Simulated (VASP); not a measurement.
# AlFe (Pm-3m) in VASP: further runs

Runs on AlFe. Level: PBE. Tasks: single point.

Program: VASP 6.6.1. These are calculated values, not measurements. Logs are shortened: lines on timing, memory, paths and dates and some standing lists are left out, and cuts for length are marked.

## 1. The cell of the first run

The structure is cubic, space group Pm-3m (No. 221). The conventional cell has a = 2.816 Å, b = 2.816 Å, c = 2.816 Å, α = 90.00°, β = 90.00°, γ = 90.00°. Al (site symmetry m-3m) has 8 Fe at 2.44 Å and 6 Al at 2.82 Å within 3.2 Å. Fe (site symmetry m-3m) has 8 Al at 2.44 Å and 6 Fe at 2.82 Å within 3.2 Å.

## 2. Single point, PBE, collinear spin, ferromagnetic start (volume scaled by 0.94)

INCAR

```
SYSTEM = AlFe
PREC = Accurate
ENCUT = 520
EDIFF = 1E-6
ISMEAR = 0
SIGMA = 0.1
LREAL = .FALSE.
LASPH = .TRUE.
NELM = 150
ALGO = Normal
ISIF = 2
LWAVE = .FALSE.
LCHARG = .FALSE.
ISPIN = 2
MAGMOM = 0 0.77
LORBIT = 11
LMAXMIX = 4
GGA = PE
NBANDS = 16
```

KPOINTS

```
regular mesh
0
G
  14 14 14
  0 0 0
```

POSCAR

```
AlFe
1.0
    2.8156545857      0.0000000000      0.0000000000
    0.0000000000      2.8156545857      0.0000000000
    0.0000000000      0.0000000000      2.8156545857
Al Fe
1 1
Direct
    0.0000000000      0.0000000000      0.0000000000
    0.5000000000      0.5000000000      0.5000000000
```

Potentials or basis: VASP PAW PBE potentials, release 64 (Al, Fe).

Launch:

```console
> cat potpaw_PBE.64/Al/POTCAR potpaw_PBE.64/Fe/POTCAR > POTCAR
> mpirun -np 1 vasp_std > vasp.out
```

OUTCAR:

```text
SYSTEM = AlFe
   PREC = Accurate
   ENCUT = 520
   EDIFF = 1E-6
   ISMEAR = 0
   LREAL = .FALSE.
   LASPH = .TRUE.
   NELM = 150
   ISIF = 2
   ISPIN = 2
   LORBIT = 11
   GGA = PE

 ion  position               nearest neighbor table
   1  0.000  0.000  0.000-   2 2.44   2 2.44   2 2.44   2 2.44   2 2.44   2 2.44   2 2.44   2 2.44

   2  0.500  0.500  0.500-   1 2.44   1 2.44   1 2.44   1 2.44   1 2.44   1 2.44   1 2.44   1 2.44

  LATTYP: Found a simple cubic cell.
 ALAT       =     2.8156545857

  Lattice vectors:

 A1 = (   2.8156545857,   0.0000000000,   0.0000000000)
 A2 = (   0.0000000000,   2.8156545857,   0.0000000000)
 A3 = (   0.0000000000,   0.0000000000,   2.8156545857)

Analysis of symmetry for initial positions (statically):
=====================================================================
 Subroutine PRICEL returns:
 Original cell was already a primitive cell.

 Routine SETGRP: Setting up the symmetry group for a
 simple cubic supercell.

 Subroutine GETGRP returns: Found 48 space group operations
 (whereof 48 operations were pure point group operations)
 out of a pool of 48 trial point group operations.

The static configuration has the point symmetry O_h .

Analysis of symmetry for dynamics (positions and initial velocities):
=====================================================================
 Subroutine PRICEL returns:
 Original cell was already a primitive cell.

 Routine SETGRP: Setting up the symmetry group for a
 simple cubic supercell.

 Subroutine GETGRP returns: Found 48 space group operations
 (whereof 48 operations were pure point group operations)
 out of a pool of 48 trial point group operations.

The dynamic configuration has the point symmetry O_h .

Analysis of structural, dynamic, and magnetic symmetry:
=====================================================================
 Subroutine PRICEL returns:
 Original cell was already a primitive cell.

 Routine SETGRP: Setting up the symmetry group for a
 simple cubic supercell.

 Subroutine GETGRP returns: Found 48 space group operations
 (whereof 48 operations were pure point group operations)
 out of a pool of 48 trial point group operations.

The overall configuration has the point symmetry O_h .

 Subroutine INISYM returns: Found 48 space group operations
 (whereof 48 operations are pure point group operations),
 and found     1 'primitive' translations

----------------------------------------------------------------------------------------

                                     Primitive cell

  volume of cell :      22.3223

  direct lattice vectors                    reciprocal lattice vectors
     2.815654586  0.000000000  0.000000000     0.355157200  0.000000000  0.000000000
     0.000000000  2.815654586  0.000000000     0.000000000  0.355157200  0.000000000
     0.000000000  0.000000000  2.815654586     0.000000000  0.000000000  0.355157200

  length of vectors
     2.815654586  2.815654586  2.815654586     0.355157200  0.355157200  0.355157200

  position of ions in fractional coordinates (direct lattice)
     0.000000000  0.000000000  0.000000000
     0.500000000  0.500000000  0.500000000

  ion indices of the primitive-cell ions
   primitive index   ion index
                 1           1
                 2           2

----------------------------------------------------------------------------------------

 KPOINTS: regular mesh

Automatic generation of k-mesh.
 Grid dimensions read from file:
 generate k-points for:   14   14   14

 Generating k-lattice:

  Cartesian coordinates                     Fractional coordinates (reciprocal lattice)
     0.025368371  0.000000000  0.000000000     0.071428571  0.000000000  0.000000000
     0.000000000  0.025368371  0.000000000     0.000000000  0.071428571  0.000000000
     0.000000000  0.000000000  0.025368371     0.000000000  0.000000000  0.071428571

  Length of vectors
     0.025368371  0.025368371  0.025368371

  Shift w.r.t. Gamma in fractional coordinates (k-lattice)
     0.000000000  0.000000000  0.000000000

 Subroutine IBZKPT returns following result:
 ===========================================

 Found    120 irreducible k-points:

 Following reciprocal coordinates:
            Coordinates               Weight
  0.000000  0.000000  0.000000      1.000000
  0.071429  0.000000  0.000000      6.000000
  0.142857  0.000000  0.000000      6.000000
  0.214286  0.000000  0.000000      6.000000
  0.285714  0.000000  0.000000      6.000000
  0.357143  0.000000  0.000000      6.000000
[... 16 lines left out ...]
  0.285714  0.214286  0.000000     24.000000
  0.357143  0.214286  0.000000     24.000000
 [... further k-points ...]
   k-points           NKPTS =    120   k-points in BZ     NKDIM =    120   number of bands    NBANDS=     16
   number of dos      NEDOS =    301   number of ions     NIONS =      2
   total plane-waves  NPLWV =  13824
   dimension x,y,z NGX =    24 NGY =   24 NGZ =   24
   dimension x,y,z NGXF=    48 NGYF=   48 NGZF=   48
   ions per type =               1   1
   NGX,Y,Z   is equivalent  to a cutoff of  14.17, 14.17, 14.17 a.u.
   NGXF,Y,Z  is equivalent  to a cutoff of  28.34, 28.34, 28.34 a.u.
 SYSTEM =  AlFe
   PREC   = accura    normal or accurate (medium, high low for compatibility)
   ISTART =      0    job   : 0-new  1-cont  2-samecut
   ICHARG =      2    charge: 1-file 2-atom 10-const
   ISPIN  =      2    spin polarized calculation?
   LNONCOLLINEAR =      F non collinear calculations
   LSORBIT =      F    spin-orbit coupling
   LASPH  =      T    aspherical Exc in radial PAW
   ENCUT  =  520.0 eV  38.22 Ry    6.18 a.u.   5.24  5.24  5.24*2*pi/ulx,y,z
   NELM   =    150;   NELMIN=  2; NELMDL= -5     # of ELM steps
   EDIFF  = 0.1E-05   stopping-criterion for ELM
   LREAL  =      F    real-space projection
[... 7 lines left out ...]
   TEBEG  =    0.0;   TEEND  =   0.0 temperature during run
   PSTRESS=    0.0 pullay stress
   NELECT =      11.0000    total number of electrons
   NUPDOWN=      -1.0000    fix difference up-down
   EMIN   =  10.00;   EMAX   =-10.00  energy-range for DOS
   EFERMI =   0.00;   METHOD = LEGACY
   ISMEAR =     0;   SIGMA  =   0.10  broadening in eV -4-tet -1-fermi 0-gaus
   EFERMI_NEDOS =   21; number of points for ismear=-14 and -15
   IALGO  =     38    algorithm
   IMIX   =      4    mixing-type and parameters
     AMIX     =   0.40;   BMIX     =  1.00
     AMIX_MAG =   1.60;   BMIX_MAG =  1.00
  volume/ion in A,a.u.               =      11.16        75.32
  Fermi-wavevector in a.u.,A,eV,Ry     =   1.293083  2.443572 22.749802  1.672063
  Thomas-Fermi vector in A             =   2.424751
   LORBIT       =     11    0 simple, 1 ext, 2 COOP (PROOUT), +10 PAW based schemes
   GGA     = PE    functional components
   LHFCALC =     F    Hartree Fock is set to
   AEXX    =    0.0000 exact exchange contribution
   IVDW    =     0    specifies the selected vdW correction
   LEPSILON=     F    determine dielectric tensor
   LRPA    =     F    only Hartree local field effects (RPA)
 spin polarized calculation
 Gauss-broadening in eV      SIGMA  =   0.10
  energy-cutoff  :      520.00
  volume of cell :       22.32
 maximum number of plane-waves:       624
 NGX is ok and might be reduce to    24
   NGX = 11   NGY = 11   NGZ = 11

 number of electron      11.0000006 magnetization       0.6413331

 Free energy of the ion-electron system (eV)
  ---------------------------------------------------
  ext. energy  EPLUGINS =         0.00000000
  ---------------------------------------------------
  free energy    TOTEN  =       -12.60119924 eV

  energy without entropy =      -12.59127403  energy(sigma->0) =      -12.59623664

 E-fermi :   8.6527     XC(G=0): -12.4433

 val. band max:        8.6525741044   @ k =   0.5000   0.3571   0.3571
 cond. band min:       8.6597304213   @ k =   0.2143   0.1429   0.1429
 fundamental gap:      0.0071563169
 Fermi energy:         8.6527009277

 spin component 1

 k-point     1 :       0.0000    0.0000    0.0000
  band No.  band energies     occupation
      1      -2.0893      1.00000
      2       5.9771      1.00000
      3       5.9771      1.00000
      4       8.3453      0.99999
      5       8.3453      0.99999
      6       8.3453      0.99999
[... 8 lines left out ...]
     15      31.2840      0.00000
     16      33.0353      0.00000
[... 419 lines left out ...]
 k-point    24 :       0.3571    0.2143    0.0000
  band No.  band energies     occupation
      1       1.0760      1.00000
      2       4.9383      1.00000
      3       6.5124      1.00000
      4       7.2324      1.00000
      5       7.5645      1.00000
      6       8.0566      1.00000
[... 8 lines left out ...]
     15      27.9822      0.00000
     16      31.1068      0.00000

 [... further k-points ...]

 spin component 2

 k-point     1 :       0.0000    0.0000    0.0000
  band No.  band energies     occupation
      1      -2.0738      1.00000
      2       6.2937      1.00000
      3       6.2937      1.00000
      4       9.1144      0.00000
      5       9.1144      0.00000
      6       9.1144      0.00000
[... 8 lines left out ...]
     15      31.3384      0.00000
     16      33.0278      0.00000
[... 419 lines left out ...]
 k-point    24 :       0.3571    0.2143    0.0000
  band No.  band energies     occupation
      1       1.0990      1.00000
      2       5.0992      1.00000
      3       6.8378      1.00000
      4       7.7405      1.00000
      5       8.2547      1.00000
      6       8.7965      0.02102
[... 8 lines left out ...]
     15      28.0300      0.00000
     16      31.1006      0.00000

 [... further k-points ...]
[... 5 lines left out ...]
  --------------------------------------------------------------------------------------
  -------------------------------------------------------------------------------------
  Total        1.7271064      1.7271064      1.7271064      0.0000000     -0.0000000      0.0000000
  in kB      123.9628514    123.9628514    123.9628514      0.0000000     -0.0000000      0.0000000
  external PRESSURE =     123.9628514 kB  Pullay stress =       0.0000000 kB

 VOLUME and BASIS-vectors are now :
 -----------------------------------------------------------------------------
  energy-cutoff  :      520.00
  volume of cell :       22.32
      direct lattice vectors                 reciprocal lattice vectors
     2.815654586  0.000000000  0.000000000     0.355157200  0.000000000  0.000000000
     0.000000000  2.815654586  0.000000000     0.000000000  0.355157200  0.000000000
     0.000000000  0.000000000  2.815654586     0.000000000  0.000000000  0.355157200

 POSITION                                       TOTAL-FORCE (eV/Angst)
 -----------------------------------------------------------------------------------
      0.00000      0.00000      0.00000         0.000000      0.000000      0.000000
      1.40783      1.40783      1.40783         0.000000      0.000000      0.000000
 -----------------------------------------------------------------------------------
    total drift:                                0.000000     -0.000000     -0.000000

  FREE ENERGIE OF THE ION-ELECTRON SYSTEM (eV)
  ---------------------------------------------------
  free  energy   TOTEN  =       -12.6011992401 eV

  energy  without entropy=      -12.5912740341  energy(sigma->0) =      -12.59623664

 total charge

# of ion       s       p       d       tot
------------------------------------------
    1        0.409   0.466   0.000   0.875
    2        0.456   0.552   6.544   7.552
--------------------------------------------------
tot          0.865   1.018   6.544   8.427

 magnetization (x)

# of ion       s       p       d       tot
------------------------------------------
    1       -0.007  -0.014   0.000  -0.021
    2        0.000   0.009   0.663   0.672
--------------------------------------------------
tot         -0.007  -0.005   0.663   0.651
```

Wall time 2.1 min (1 thread of AMD EPYC 7R43 (Zen 3), shared host); peak memory 0.16 GiB.

Results:

```yaml
Free_energy: -12.6012 eV
Pressure: 12.4 GPa
Net_moment: 0.64 μB per cell
Site_moments: Al -0.02; Fe +0.67 μB
Valence_electrons_inside_the_program's_atomic_spheres: Al 0.88; Fe 7.55
```

Caveat: the cell differs from its parent crystal (volume scaled by 0.94).

## 3. Single point, PBE, collinear spin, ferromagnetic start (volume scaled by 0.97)

INCAR

```
SYSTEM = AlFe
PREC     = Accurate       ! precision mode
ENCUT    = 520            ! plane-wave cutoff, eV
EDIFF    = 1E-6           ! SCF threshold, eV
ISMEAR   = 0              ! smearing method
SIGMA    = 0.1            ! smearing width, eV
LREAL    = .False.        ! projectors in reciprocal space
LASPH    = .True.         ! aspherical terms in the spheres
NELM     = 150            ! most SCF steps
ALGO     = Normal         ! electronic algorithm
ISIF     = 2              ! what is computed and relaxed
LWAVE    = .False.        ! write WAVECAR
LCHARG   = .True.         ! write CHGCAR
ISPIN    = 2              ! spin polarisation
MAGMOM   = 0 0.77         ! initial moments
LORBIT   = 11             ! projections on sites
LMAXMIX  = 4              ! l up to which the mixer works
GGA      = PE             ! functional
LELF     = .True.         ! ELF
LVHAR    = .True.       
NBANDS   = 16             ! bands
```

KPOINTS

```
regular mesh
0
Gamma
  14 14 14
  0 0 0
```

POSCAR

```
AlFe
1.0
    2.8452952332      0.0000000000      0.0000000000
    0.0000000000      2.8452952332      0.0000000000
    0.0000000000      0.0000000000      2.8452952332
Al Fe
1 1
Direct
    0.0000000000      0.0000000000      0.0000000000
    0.5000000000      0.5000000000      0.5000000000
```

Potentials or basis: VASP PAW PBE potentials, release 64 (Al, Fe).

Launch:

```console
> cat potpaw_PBE.64/Al/POTCAR potpaw_PBE.64/Fe/POTCAR > POTCAR
> mpirun -np 1 vasp_std > vasp.out
```

It took 2.2 min on 1 thread of AMD EPYC 7R43 (Zen 3), shared host; peak memory 0.16 GiB.

Results (log left out):

- Free energy: -12.6410 eV
- Pressure: 5.7 GPa
- Net moment: 0.65 μB per cell
- Site moments: Al -0.02; Fe +0.69 μB
- Valence electrons inside the program's atomic spheres: Al 0.85; Fe 7.48

Levels at points of the mesh, in eV from the Fermi level:
Spin up:
| k point | band 4 | band 5 | band 6 | band 7 | band 8 | band 9 |
| --- | --- | --- | --- | --- | --- | --- |
| (0.00, 0.00, 0.00) | -0.34 | -0.34 | -0.34 | 6.55 | 6.55 | 6.55 |
| (0.50, 0.00, 0.00) | -1.33 | -1.33 | -0.21 | 1.00 | 8.79 | 11.27 |
| (0.50, 0.50, 0.00) | -2.14 | -1.09 | -1.09 | 0.53 | 3.41 | 4.28 |
| (0.50, 0.50, 0.50) | 0.57 | 0.57 | 3.02 | 3.02 | 3.02 | 4.58 |
Spin down:
```tsv
k point	band 2	band 3	band 4	band 5	band 6	band 7	band 8	band 9
(0.00, 0.00, 0.00)	-2.25	-2.25	0.45	0.45	0.45	6.59	6.59	6.59
(0.50, 0.00, 0.00)	-6.06	-1.53	-0.64	-0.64	0.59	1.45	8.69	11.36
(0.50, 0.50, 0.00)	-2.31	-2.14	-2.14	-0.37	-0.37	1.02	3.73	4.79
(0.50, 0.50, 0.50)	-3.32	-3.32	1.06	1.06	3.09	3.09	3.09	4.52
```

Caveat: the cell differs from its parent crystal (volume scaled by 0.97).

## 4. Single point, PBE, collinear spin, ferromagnetic start

This run uses another cell than the first one, of 11.87 Å³/atom, 1.064 times its volume.

INCAR

```
  PREC = Accurate
  ENCUT = 520
  EDIFF = 1E-7
  ISMEAR = 0
  SIGMA = 0.1
  LREAL = F
  LASPH = T
  NELM = 150
  ALGO = Normal
  ISIF = 2
  LWAVE = F
  LCHARG = F
  ISPIN = 2
  MAGMOM = 0 0.85
  LORBIT = 11
  LMAXMIX = 4
  GGA = PE
  NBANDS = 16
```

KPOINTS

```
Automatic mesh
0
Gamma
  14 14 14
```

POSCAR

```
AlFe
1.0
    2.8743308634      0.0000000000      0.0000000000
    0.0000000000      2.8743308634      0.0000000000
    0.0000000000      0.0000000000      2.8743308634
Al Fe
1 1
Direct
    0.0000000000      0.0000000000      0.0000000000
    0.5000000000      0.5000000000      0.5000000000
```

Launch:

```console
> cat potpaw_PBE.64/Al/POTCAR potpaw_PBE.64/Fe/POTCAR > POTCAR
> mpirun -np 1 vasp_std > vasp.out
```

It took 2.1 min on 1 thread of AMD EPYC 7R43 (Zen 3), shared host; peak memory 0.16 GiB.

It converged, with:

- Free energy: -12.6532 eV
- Pressure: 0.0 GPa
- Net moment: 0.67 μB per cell
- Site moments: Al -0.02; Fe +0.71 μB
- Valence electrons inside the program's atomic spheres: Al 0.84; Fe 7.42

Levels at points of the mesh, in eV from the Fermi level:
Spin up:
```tsv
k point	band 3	band 4	band 5	band 6	band 7	band 8	band 9	band 10
(0.00, 0.00, 0.00)	-2.50	-0.37	-0.37	-0.37	6.36	6.36	6.36	9.32
(0.50, 0.00, 0.00)	-1.87	-1.32	-1.32	-0.25	0.91	8.72	11.05	11.05
(0.50, 0.50, 0.00)	-2.12	-2.12	-1.09	-1.09	0.46	3.25	4.04	12.84
(0.50, 0.50, 0.50)	-3.62	0.50	0.50	2.97	2.97	2.97	4.27	5.92
```
Spin down:
```csv
k point,band 3,band 4,band 5,band 6,band 7,band 8
"(0.00, 0.00, 0.00)",-2.15,0.43,0.43,0.43,6.39,6.39
"(0.50, 0.00, 0.00)",-1.47,-0.62,-0.62,0.57,1.38,8.61
"(0.50, 0.50, 0.00)",-2.12,-2.12,-0.35,-0.35,0.97,3.57
"(0.50, 0.50, 0.50)",-3.22,1.02,1.02,3.03,3.03,3.03
```

## 5. Single point, PBE, collinear spin, ferromagnetic start (volume scaled by 1.03)

INCAR

```
SYSTEM = AlFe
PREC = Accurate
ENCUT = 520
EDIFF = 1E-6
ISMEAR = 0
SIGMA = 0.1
LREAL = .False.
LASPH = .True.
NELM = 150
ALGO = Normal
ISIF = 2
LWAVE = .False.
LCHARG = .False.
ISPIN = 2
MAGMOM = 0 0.77
LORBIT = 11
LMAXMIX = 4
GGA = PE
NBANDS = 16
```

KPOINTS

```
regular mesh
0
Gamma
  14 14 14
  0 0 0
```

POSCAR

```
AlFe
1.0
    2.9027914358      0.0000000000      0.0000000000
    0.0000000000      2.9027914358      0.0000000000
    0.0000000000      0.0000000000      2.9027914358
Al Fe
1 1
Direct
    0.0000000000      0.0000000000      0.0000000000
    0.5000000000      0.5000000000      0.5000000000
```

Launch:

```console
> cat potpaw_PBE.64/Al/POTCAR potpaw_PBE.64/Fe/POTCAR > POTCAR
> mpirun -np 1 vasp_std > vasp.out
```

Wall time 1.8 min (1 thread of AMD EPYC 7R43 (Zen 3), shared host); peak memory 0.17 GiB.

It converged, with:

- Free energy: -12.6418 eV
- Pressure: -4.9 GPa
- Net moment: 0.69 μB per cell
- Site moments: Al -0.02; Fe +0.73 μB
- Valence electrons inside the program's atomic spheres: Al 0.82; Fe 7.36

Levels at points of the mesh, in eV from the Fermi level:
Spin up:
```csv
k point,band 3,band 4,band 5,band 6,band 7,band 8,band 9,band 10
"(0.00, 0.00, 0.00)",-2.42,-0.41,-0.41,-0.41,6.17,6.17,6.17,9.15
"(0.50, 0.00, 0.00)",-1.83,-1.31,-1.31,-0.29,0.82,8.65,10.84,10.84
"(0.50, 0.50, 0.00)",-2.10,-2.10,-1.09,-1.09,0.40,3.10,3.80,12.48
"(0.50, 0.50, 0.50)",-3.53,0.44,0.44,2.92,2.92,2.92,3.98,5.71
```
Spin down:
```tsv
k point	band 3	band 4	band 5	band 6	band 7	band 8
(0.00, 0.00, 0.00)	-2.06	0.42	0.42	0.42	6.19	6.19
(0.50, 0.00, 0.00)	-1.40	-0.59	-0.59	0.55	1.32	8.53
(0.50, 0.50, 0.00)	-2.11	-2.11	-0.33	-0.33	0.93	3.43
(0.50, 0.50, 0.50)	-3.12	0.97	0.97	2.98	2.98	2.98
```

Caveat: the cell differs from its parent crystal (volume scaled by 1.03).

## 6. Summary

| cell | gap on the mesh (eV) | pressure (GPa) | moment (μB) |
| --- | --- | --- | --- |
| a = 2.816 Å, 2 atoms | none | 12.4 | 0.64 |
| a = 2.845 Å, 2 atoms | none | 5.7 | 0.65 |
| a = 2.874 Å, 2 atoms | none | 0.0 | 0.67 |
| a = 2.903 Å, 2 atoms | none | -4.9 | 0.69 |

Alike in all rows: task single point; level PBE; potentials or basis VASP PAW PBE potentials, release 64 (Al, Fe); spin collinear, ferromagnetic start; k mesh 14 × 14 × 14; cutoff (eV) 520; smearing gaussian 0.1 eV.

Absolute energies hang on the potentials; compare differences alone.
